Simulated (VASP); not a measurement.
# InH (Fm-3m) in VASP: notebook, part 2 of 2

VASP 6.6.1.

**5. Single point, PBE**

This run uses another cell than the first one, of 15.89 Å³/atom.

Input file INCAR:

```
SYSTEM = InH
PREC = Accurate
ENCUT = 520
EDIFF = 1E-6
ISMEAR = 0
SIGMA = 0.1
LREAL = .False.
LASPH = .True.
NELM = 60
ALGO = Normal
ISIF = 2
LWAVE = .False.
LCHARG = .True.
GGA = PE
LELF = .True.
LVHAR = .True.
NBANDS = 14
```

Input file KPOINTS:

```
Automatic mesh
0
Gamma
  20 20 20
  0 0 0
```

Input file POSCAR:

```
InH
1.0
    0.0000000000      2.5141987139      2.5141987139
    2.5141987139      0.0000000000      2.5141987139
    2.5141987139      2.5141987139      0.0000000000
In H
1 1
Direct
    0.0000000000      0.0000000000      0.0000000000
    0.5000000000      0.5000000000      0.5000000000
```

Potentials or basis: VASP PAW PBE potentials, release 64 (In_d, H).

Run with:

```console
$ cat potpaw_PBE.64/In_d/POTCAR potpaw_PBE.64/H/POTCAR > POTCAR
$ mpirun -np 1 vasp_std > vasp.out
```

OUTCAR:

```text
SYSTEM = InH
   PREC = Accurate
   ENCUT = 520
   EDIFF = 1E-6
   ISMEAR = 0
   LREAL = .False.
   LASPH = .True.
   NELM = 60
   ISIF = 2
   GGA = PE

 ion  position               nearest neighbor table
   1  0.000  0.000  0.000-
   2  0.500  0.500  0.500-

  LATTYP: Found a face centered cubic cell.
 ALAT       =     5.0283974278

  Lattice vectors:

 A1 = (   0.0000000000,   2.5141987139,   2.5141987139)
 A2 = (   2.5141987139,   0.0000000000,   2.5141987139)
 A3 = (   2.5141987139,   2.5141987139,   0.0000000000)

Analysis of symmetry for initial positions (statically):
=====================================================================
 Subroutine PRICEL returns:
 Original cell was already a primitive cell.

 Routine SETGRP: Setting up the symmetry group for a
 face centered cubic supercell.

 Subroutine GETGRP returns: Found 48 space group operations
 (whereof 48 operations were pure point group operations)
 out of a pool of 48 trial point group operations.

The static configuration has the point symmetry O_h .

Analysis of symmetry for dynamics (positions and initial velocities):
=====================================================================
 Subroutine PRICEL returns:
 Original cell was already a primitive cell.

 Routine SETGRP: Setting up the symmetry group for a
 face centered cubic supercell.

 Subroutine GETGRP returns: Found 48 space group operations
 (whereof 48 operations were pure point group operations)
 out of a pool of 48 trial point group operations.

The dynamic configuration has the point symmetry O_h .

 Subroutine INISYM returns: Found 48 space group operations
 (whereof 48 operations are pure point group operations),
 and found     1 'primitive' translations

----------------------------------------------------------------------------------------

                                     Primitive cell

  volume of cell :      31.7855

  direct lattice vectors                    reciprocal lattice vectors
     0.000000000  2.514198714  2.514198714    -0.198870518  0.198870518  0.198870518
     2.514198714  0.000000000  2.514198714     0.198870518 -0.198870518  0.198870518
     2.514198714  2.514198714  0.000000000     0.198870518  0.198870518 -0.198870518

  length of vectors
     3.555613920  3.555613920  3.555613920     0.344453841  0.344453841  0.344453841

  position of ions in fractional coordinates (direct lattice)
     0.000000000  0.000000000  0.000000000
     0.500000000  0.500000000  0.500000000

  ion indices of the primitive-cell ions
   primitive index   ion index
                 1           1
                 2           2

----------------------------------------------------------------------------------------

 KPOINTS: Automatic mesh

Automatic generation of k-mesh.
 Grid dimensions read from file:
 generate k-points for:   20   20   20

 Generating k-lattice:

  Cartesian coordinates                     Fractional coordinates (reciprocal lattice)
    -0.009943526  0.009943526  0.009943526     0.050000000  0.000000000  0.000000000
     0.009943526 -0.009943526  0.009943526     0.000000000  0.050000000  0.000000000
     0.009943526  0.009943526 -0.009943526     0.000000000  0.000000000  0.050000000

  Length of vectors
     0.017222692  0.017222692  0.017222692

  Shift w.r.t. Gamma in fractional coordinates (k-lattice)
     0.000000000  0.000000000  0.000000000

 Subroutine IBZKPT returns following result:
 ===========================================

 Found    256 irreducible k-points:

 Following reciprocal coordinates:
            Coordinates               Weight
  0.000000  0.000000  0.000000      1.000000
  0.050000  0.000000  0.000000      8.000000
  0.100000  0.000000  0.000000      8.000000
  0.150000  0.000000  0.000000      8.000000
  0.200000  0.000000  0.000000      8.000000
  0.250000  0.000000  0.000000      8.000000
[... 16 lines left out ...]
 -0.400000  0.050000  0.000000     24.000000
 -0.350000  0.050000  0.000000     24.000000
 [... further k-points ...]
   k-points           NKPTS =    256   k-points in BZ     NKDIM =    256   number of bands    NBANDS=     14
   number of dos      NEDOS =    301   number of ions     NIONS =      2
   total plane-waves  NPLWV =  21952
   dimension x,y,z NGX =    28 NGY =   28 NGZ =   28
   dimension x,y,z NGXF=    56 NGYF=   56 NGZF=   56
   ions per type =               1   1
   NGX,Y,Z   is equivalent  to a cutoff of  13.09, 13.09, 13.09 a.u.
   NGXF,Y,Z  is equivalent  to a cutoff of  26.18, 26.18, 26.18 a.u.
 SYSTEM =  InH
   PREC   = accura    normal or accurate (medium, high low for compatibility)
   ISTART =      0    job   : 0-new  1-cont  2-samecut
   ICHARG =      2    charge: 1-file 2-atom 10-const
   ISPIN  =      1    spin polarized calculation?
   LNONCOLLINEAR =      F non collinear calculations
   LSORBIT =      F    spin-orbit coupling
   LASPH  =      T    aspherical Exc in radial PAW
   ENCUT  =  520.0 eV  38.22 Ry    6.18 a.u.   6.61  6.61  6.61*2*pi/ulx,y,z
   NELM   =     60;   NELMIN=  2; NELMDL= -5     # of ELM steps
   EDIFF  = 0.1E-05   stopping-criterion for ELM
   LREAL  =      F    real-space projection
   EDIFFG = 0.1E-04   stopping-criterion for IOM
   NSW    =      0    number of steps for IOM
   IBRION =     -1    ionic relax: 0-MD 1-quasi-New 2-CG
   NFREE  =      0    steps in history (QN), initial steepest desc. (CG)
   ISIF   =      2    stress and relaxation
   ISYM   =      2    0-nonsym 1-usesym 2-fastsym
   POTIM  = 0.5000    time-step for ionic-motion
   TEBEG  =    0.0;   TEEND  =   0.0 temperature during run
   PSTRESS=    0.0 pullay stress
   NELECT =      14.0000    total number of electrons
   NUPDOWN=      -1.0000    fix difference up-down
   EMIN   =  10.00;   EMAX   =-10.00  energy-range for DOS
   EFERMI =   0.00;   METHOD = LEGACY
   ISMEAR =     0;   SIGMA  =   0.10  broadening in eV -4-tet -1-fermi 0-gaus
   EFERMI_NEDOS =   21; number of points for ismear=-14 and -15
   IALGO  =     38    algorithm
   IMIX   =      4    mixing-type and parameters
     AMIX     =   0.40;   BMIX     =  1.00
     AMIX_MAG =   1.60;   BMIX_MAG =  1.00
  volume/ion in A,a.u.               =      15.89       107.25
  Fermi-wavevector in a.u.,A,eV,Ry     =   1.245588  2.353821 21.109311  1.551491
  Thomas-Fermi vector in A             =   2.379804
   LORBIT       =      0    0 simple, 1 ext, 2 COOP (PROOUT), +10 PAW based schemes
   GGA     = PE    functional components
   LHFCALC =     F    Hartree Fock is set to
   AEXX    =    0.0000 exact exchange contribution
   IVDW    =     0    specifies the selected vdW correction
   LEPSILON=     F    determine dielectric tensor
   LRPA    =     F    only Hartree local field effects (RPA)
 non-spin polarized calculation
 Gauss-broadening in eV      SIGMA  =   0.10
  energy-cutoff  :      520.00
  volume of cell :       31.79
 maximum number of plane-waves:       881
   NGX = 13   NGY = 13   NGZ = 13

 number of electron      13.9999994 magnetization

 Free energy of the ion-electron system (eV)
  ---------------------------------------------------
  ext. energy  EPLUGINS =         0.00000000
  ---------------------------------------------------
  free energy    TOTEN  =        -4.96913220 eV

  energy without entropy =       -4.96678399  energy(sigma->0) =       -4.96795809

 E-fermi :   6.0716     XC(G=0):  -9.9315

 val. band max:        6.0687028468   @ k =   0.4000   0.3500   0.0000
 cond. band min:       6.0765485596   @ k =  -0.4000   0.4000   0.1500
 fundamental gap:      0.0078457128
 Fermi energy:         6.0716146329

 k-point     1 :       0.0000    0.0000    0.0000
  band No.  band energies     occupation
      1      -8.4117      2.00000
      2      -8.4117      2.00000
      3      -8.4117      2.00000
      4      -8.3057      2.00000
      5      -8.3057      2.00000
      6      -3.6490      2.00000
      7       9.5672      0.00000
      8      14.2060      0.00000
      9      14.2060      0.00000
     10      14.2060      0.00000
     11      17.0343      0.00000
     12      18.1947      0.00000
     13      18.1947      0.00000
     14      18.1947      0.00000
[... 377 lines left out ...]
      1      -8.4271      2.00000
      2      -8.3989      2.00000
      3      -8.3958      2.00000
      4      -8.2490      2.00000
      5      -8.2350      2.00000
      6      -1.1216      2.00000
      7       3.7709      2.00000
      8      10.5846      0.00000
      9      12.4231      0.00000
     10      13.3722      0.00000
     11      16.3524      0.00000
     12      16.7493      0.00000
     13      17.7579      0.00000
     14      21.4455      0.00000

 [... further k-points ...]

------------------------ aborting loop because EDIFF is reached ----------------------------------------

  FORCE on cell =-STRESS in cart. coord.  units (eV):
  Direction    XX          YY          ZZ          XY          YZ          ZX
  --------------------------------------------------------------------------------------
  -------------------------------------------------------------------------------------
  Total       -0.0124511     -0.0124511     -0.0124511     -0.0000000      0.0000000      0.0000000
  in kB       -0.6276070     -0.6276070     -0.6276070     -0.0000000      0.0000000      0.0000000
  external PRESSURE =      -0.6276070 kB  Pullay stress =       0.0000000 kB

 VOLUME and BASIS-vectors are now :
 -----------------------------------------------------------------------------
  energy-cutoff  :      520.00
  volume of cell :       31.79
      direct lattice vectors                 reciprocal lattice vectors
     0.000000000  2.514198714  2.514198714    -0.198870518  0.198870518  0.198870518
     2.514198714  0.000000000  2.514198714     0.198870518 -0.198870518  0.198870518
     2.514198714  2.514198714  0.000000000     0.198870518  0.198870518 -0.198870518

 POSITION                                       TOTAL-FORCE (eV/Angst)
 -----------------------------------------------------------------------------------
      0.00000      0.00000      0.00000        -0.000000      0.000000     -0.000000
      2.51420      2.51420      2.51420         0.000000      0.000000      0.000000
 -----------------------------------------------------------------------------------
    total drift:                               -0.000000     -0.000000     -0.000000

  FREE ENERGIE OF THE ION-ELECTRON SYSTEM (eV)
  ---------------------------------------------------
  free  energy   TOTEN  =        -4.9691321955 eV

  energy  without entropy=       -4.9667839943  energy(sigma->0) =       -4.96795809
```

OSZICAR:

```text
N       E                     dE             d eps       ncg     rms          rms(c)
DAV:   1     0.826069002537E+02    0.82607E+02   -0.66849E+03  7336   0.126E+03
DAV:   2    -0.610814685741E+00   -0.83218E+02   -0.79758E+02  7762   0.283E+02
DAV:   3    -0.510192275965E+01   -0.44911E+01   -0.44674E+01  8830   0.626E+01
DAV:   4    -0.520134238754E+01   -0.99420E-01   -0.99391E-01  9234   0.940E+00
DAV:   5    -0.520590684438E+01   -0.45645E-02   -0.45643E-02 10226   0.182E+00    0.287E+00
DAV:   6    -0.499547798082E+01    0.21043E+00   -0.23809E-01 10060   0.519E+00    0.126E+00
DAV:   7    -0.496838588387E+01    0.27092E-01   -0.83280E-02 10320   0.184E+00    0.479E-01
DAV:   8    -0.496905494719E+01   -0.66906E-03   -0.85195E-03  9196   0.961E-01    0.106E-01
DAV:   9    -0.496910963270E+01   -0.54686E-04   -0.10143E-04 10878   0.102E-01    0.647E-02
DAV:  10    -0.496913124566E+01   -0.21613E-04   -0.44700E-05  9780   0.101E-01    0.278E-02
DAV:  11    -0.496913245500E+01   -0.12093E-05   -0.20942E-06  8572   0.146E-02    0.918E-03
DAV:  12    -0.496913219546E+01    0.25954E-06   -0.25406E-07  5042   0.412E-03
   1 F= -.49691322E+01 E0= -.49679581E+01  d E =-.234820E-02
```

stdout:

```text
POSCAR found type information on POSCAR InH
 POSCAR found :  2 types and       2 ions
 scaLAPACK will be used
 LDA part: xc-table for (Slater+PW92), standard interpolation
 POSCAR, INCAR and KPOINTS ok, starting setup
 FFT: planning ... GRIDC
 FFT: planning ... GRID_SOFT
 FFT: planning ... GRID
 WAVECAR not read
 entering main loop
```

Wall time 3.2 min (1 thread of Intel Xeon 8259CL, shared host); peak memory 0.25 GiB.

Results:

| Quantity | Value |
| --- | --- |
| Free energy | -4.9691 eV |
| Pressure | -0.1 GPa |
| Band gap on the k mesh | zero (bands 7 and 8 overlap by 5.02 eV) |

Levels at points of the mesh, in eV from the Fermi level:
```csv
k point,band 4,band 5,band 6,band 7,band 8,band 9,band 10,band 11
"(0.00, 0.00, 0.00)",-14.38,-14.38,-9.72,3.50,8.13,8.13,8.13,10.96
"(0.50, 0.00, 0.00)",-14.29,-14.29,-5.54,-4.56,4.42,6.88,6.88,10.03
"(0.50, 0.50, 0.00)",-14.26,-14.26,-4.31,-2.10,0.48,2.99,2.99,6.69
```

Caveat: spin-orbit coupling is left out, which moves the levels of the heavy elements.

**6. Relaxation of cell and atoms, PBE**

Input file INCAR:

```
SYSTEM = InH
PREC = Accurate
ENCUT = 600
EDIFF = 1E-6
ISMEAR = 0
SIGMA = 0.1
LREAL = .FALSE.
LASPH = .TRUE.
NELM = 100
ALGO = Normal
ISIF = 3
LWAVE = .FALSE.
LCHARG = .FALSE.
GGA = PE
IBRION = 2
NSW = 100
EDIFFG = -0.01
```

Input file KPOINTS:

```
Automatic mesh
0
G
  20 20 20
  0 0 0
```

Input file POSCAR:

```
InH
1.0
    0.0000000000      2.5085040408      2.5085040408
    2.5085040408      0.0000000000      2.5085040408
    2.5085040408      2.5085040408      0.0000000000
In H
1 1
Direct
    0.0000000000      0.0000000000      0.0000000000
    0.5000000000      0.5000000000      0.5000000000
```

Potentials or basis: VASP PAW PBE potentials, release 64 (In_d, H).

Run with:

```console
$ cat potpaw_PBE.64/In_d/POTCAR potpaw_PBE.64/H/POTCAR > POTCAR
$ mpirun -np 1 vasp_std > vasp.out
```

It took 4.5 min on 1 thread of Intel Xeon 8259CL, shared host; peak memory 0.26 GiB.

It converged, with:

| Quantity | Value |
| --- | --- |
| Free energy | -4.9693 eV |
| Relaxed volume | 15.90 Å³/atom |
| Relaxed cell | a = 3.556 Å, b = 3.556 Å, c = 3.556 Å, α = 60.00°, β = 60.00°, γ = 60.00° |
| Space group after relaxing (to 0.1 Å) | Fm-3m (No. 225) |
| Energy gained by relaxing | 0.1 meV/atom |
| Ionic steps | 3 |
| Pressure after relaxing | 0.0 GPa |
| Band gap on the k mesh | zero (bands 7 and 8 overlap by 5.01 eV) |

The path:
| step | energy change (eV) | largest force (eV/Å) | pressure (GPa) | volume (Å³) |
| --- | --- | --- | --- | --- |
| 1 | 0.0000 | 0.0000 | 0.25 | 31.57 |
| 2 | -0.0001 | 0.0000 | 0.13 | 31.68 |
| 3 | -0.0002 | 0.0000 | 0.00 | 31.81 |

Final structure:
```yaml
crystal:
  lattice:
    - [0.00000, 2.51478, 2.51478]
    - [2.51478, 0.00000, 2.51478]
    - [2.51478, 2.51478, 0.00000]
  atoms:
    - { symbol: In, position: [0.00000, 0.00000, 0.00000] }
    - { symbol: H, position: [0.50000, 0.50000, 0.50000] }
```

Levels at points of the mesh, in eV from the Fermi level:
| k point | band 3 | band 4 | band 5 | band 6 | band 7 | band 8 | band 9 | band 10 | band 11 |
| --- | --- | --- | --- | --- | --- | --- | --- | --- | --- |
| (0.00, 0.00, 0.00) | -14.48 | -14.38 | -14.38 | -9.72 | 3.49 | 8.13 | 8.13 | 8.13 | 10.96 |
| (0.50, 0.00, 0.00) | -14.48 | -14.29 | -14.29 | -5.54 | -4.56 | 4.42 | 6.87 | 6.87 | 10.03 |
| (0.50, 0.50, 0.00) | -14.29 | -14.26 | -14.26 | -4.31 | -2.10 | 0.48 | 2.99 | 2.99 | 6.69 |

Caveat: spin-orbit coupling is left out, which moves the levels of the heavy elements.

**7. Overview**

| task | cell | k mesh | cutoff (eV) | gap on the mesh (eV) | pressure (GPa) | relaxed volume (Å³/atom) |
| --- | --- | --- | --- | --- | --- | --- |
| single point | a = 3.548 Å, angles 60.0°, 2 atoms | 6 × 6 × 6 | 520 | none | -0.1 | - |
| single point | a = 3.827 Å, angles 60.0°, 2 atoms | 6 × 6 × 6 | 520 | none | -4.1 | - |
| relaxation of cell and atoms | relaxed from a = 3.827 Å, angles 60.0°, 2 atoms | 6 × 6 × 6 | 600 | none | 0.2 | 15.69 |
| single point | a = 3.556 Å, angles 60.0°, 2 atoms | 20 × 20 × 20 | 520 | none | -0.1 | - |
| relaxation of cell and atoms | relaxed from a = 3.548 Å, angles 60.0°, 2 atoms | 20 × 20 × 20 | 600 | none | 0.0 | 15.90 |

Alike in all rows: level PBE; potentials or basis VASP PAW PBE potentials, release 64 (In_d, H); no spin polarisation; smearing gaussian 0.1 eV.

Caveats: some runs use coarse meshes; spin-orbit coupling is left out, which moves the levels of the heavy elements; the cell stands under tension (at least some runs); the volume moved by over 15 % at a fixed basis, so the end points are rough (at least some runs).

Absolute energies hang on the potentials; compare differences alone.

The gap in the log of VASP goes by the Fermi energy; the results here count the filled bands.